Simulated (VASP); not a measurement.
BaO: single point with r2SCAN

Crystal: BaO.

```xyz
2
Lattice="0.0000 2.7720 2.7720 2.7720 0.0000 2.7720 2.7720 2.7720 0.0000" Properties=species:S:1:pos:R:3 pbc="T T T"
Ba    2.7720    2.7720    2.7720
O     0.0000    0.0000    0.0000
```

```yaml
Program: VASP 6.6.1
Task: single point
Functional: r2SCAN
Potentials_or_basis: VASP PAW PBE potentials, release 64 (Ba_sv, O)
Cutoff: 660 eV
k_mesh: 8 × 8 × 8
Occupations: gaussian, width 0.05 eV
Spin: no spin polarisation
```

* Pressure: 1.6 GPa
* Band gap on the k mesh: 2.32 eV, direct

Levels at points of the mesh, in eV from the valence-band top:
| k point | band 6 | band 7 | band 8 | band 9 | band 10 | band 11 |
| --- | --- | --- | --- | --- | --- | --- |
| (0.00, 0.00, 0.00) | -0.36 | -0.36 | -0.36 | 4.12 | 5.13 | 5.13 |
| (0.50, 0.00, 0.00) | -1.96 | -1.49 | -1.49 | 5.32 | 7.65 | 7.65 |
| (0.50, 0.50, 0.00) | -0.17 | -0.17 | 0.00 | 2.32 | 6.56 | 9.54 |

It took 56 s on 1 thread of Intel(R) Xeon(R) 6975P-C (Granite Rapids), with other jobs on the host, peak memory 0.22 GiB.

Caveat: the PAW data sets were made with another functional, which shifts forces and pressure a little; spin-orbit coupling is left out, which moves the levels of the heavy elements. A k mesh can miss the band edges.
